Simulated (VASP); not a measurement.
Input of a VASP 6.6.1 run:

INCAR

```
ALGO     = Normal         # electronic algorithm
EDIFF    = 1E-7           # SCF threshold, eV
ENCUT    = 520            # plane-wave cutoff, eV
GGA      = PE             # functional
ISIF     = 2              # what is computed and relaxed
ISMEAR   = 0              # smearing method
LASPH    = T              # aspherical terms in the spheres
LCHARG   = T              # write CHGCAR
LELF     = T              # ELF
LREAL    = F              # projectors in reciprocal space
LVHAR    = T            
LWAVE    = F              # write WAVECAR
NBANDS   = 63             # bands
NELM     = 80             # most SCF steps
PREC     = Accurate       # precision mode
SIGMA    = 0.1            # smearing width, eV
```

KPOINTS

```
k-points
0
Gamma
  4 4 4
```

File POSCAR:

```
TiSn3O8
1.0
   -3.1774331548     -3.3783829540      3.3837134988
   -3.1774331548      3.3783829540     -3.3837134988
    3.1774331548     -3.3783829540     -3.3837134988
Ti Sn O
1 3 8
Direct
    1.0000000000      0.5000000000      0.5000000000
    0.2511759191      0.2511759191      0.0000000000
    0.7488240809      0.7488240809      0.0000000000
    0.5000000000      0.0000000000      0.5000000000
    0.2378142559      0.5483634762      0.3105492203
    0.7621857441      0.0727349643      0.3105492203
    0.7002702975      0.5000000000      0.2002702975
    0.1960095815      1.0000000000      0.1960095815
    0.2378142559      0.9272650357      0.6894507797
    0.7621857441      0.4516365238      0.6894507797
    0.2997297025      0.5000000000      0.7997297025
    0.8039904185      0.0000000000      0.8039904185
```

Potentials or basis: VASP PAW PBE potentials, release 64 (Ti_sv, Sn_d, O).

The run is started by

```sh
$ cat potpaw_PBE.64/Ti_sv/POTCAR potpaw_PBE.64/Sn_d/POTCAR potpaw_PBE.64/O/POTCAR > POTCAR
$ mpirun -np 1 vasp_std > vasp.out
```

Question: What does it give for the largest force?

Answer: 0.023 eV/Å.

Question: What does it give for the band gap on the k mesh?

Answer: 1.71 eV.

Question: Predict the pressure.

Answer: 0.6 GPa.

Stress tensor (GPa, compression positive):
```
0.80 0.00 0.00
0.00 0.53 0.00
0.00 0.00 0.51
```

Caveat: spin-orbit coupling is left out, which moves the levels of the heavy elements. A k mesh can miss the band edges.
